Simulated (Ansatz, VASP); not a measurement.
## Nb: VASP beside Ansatz

```xyz
1
Lattice="-1.6511 1.6511 1.6511 1.6511 -1.6511 1.6511 1.6511 1.6511 -1.6511" Properties=species:S:1:pos:R:3 pbc="T T T"
Nb    0.0000    0.0000    0.0000
```

Alike in both runs: functional r2SCAN; k mesh 13 × 13 × 13; no spin polarisation.

Ansatz relaxed the structure, and its values are those at the end. VASP's run is a single point on that final structure, the one shown.

|  | VASP | Ansatz |
| --- | --- | --- |
| version | VASP 6.6.1 | Ansatz 0.2.0 |
| potentials or method | VASP PAW PBE potentials, release 64 (Nb_sv), cutoff 550 eV | plane waves, PAW |
| occupations | fermi-dirac, width 0.1 eV | fermi-dirac |
| valence electrons in the cell | 13 | 13 |

VASP gave:

* pressure (GPa): -0.1

Task: Which values does Ansatz return?

Result: Pressure (GPa): 0.0.

VASP's potentials were made for PBE, not for r2SCAN.
